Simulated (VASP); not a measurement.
Runs of VASP 6.6.1 on TlBr. The structure is cubic, space group Pm-3m (No. 221). Conventional cell: a = 3.946 Å, b = 3.946 Å, c = 3.946 Å, α = 90.00°, β = 90.00°, γ = 90.00°. Within 4.5 Å of Tl (site symmetry m-3m) lie 8 Br at 3.42 Å and 6 Tl at 3.95 Å. Within 4.5 Å of Br (site symmetry m-3m) lie 8 Tl at 3.42 Å and 6 Br at 3.95 Å. 

| level | cutoff (eV) | grid for exact exchange (PRECFOCK) | share of exact exchange | screening parameter | gap on the mesh (eV) | pressure (GPa) |
| --- | --- | --- | --- | --- | --- | --- |
| PBE | 500 | - | - | - | (a) | 2.0 |
| HSE06 | 400 | Normal | 0.25 | 0.2079 1/Å | 2.47 | 1.6 |
| PBE0 | 400 | Normal | 0.25 | - | 3.14 | 1.4 |
| r2SCAN | 550 | - | - | - | (b) | 1.1 |

Alike in all rows: task single point; potentials or basis VASP PAW PBE potentials, release 64 (Tl_d, Br); no spin polarisation; cell as given; k mesh 4 × 4 × 4; smearing gaussian 0.01 eV.

Problem. Estimate the missing entries.

Solution. (a) 1.78; (b) 2.23.

Caveats: spin-orbit coupling is left out, which moves the levels of the heavy elements; the PAW data sets were made with another functional, which shifts forces and pressure a little (at least some runs).

A k mesh can miss the band edges, and the runs leave out spin-orbit coupling on Br, Tl.
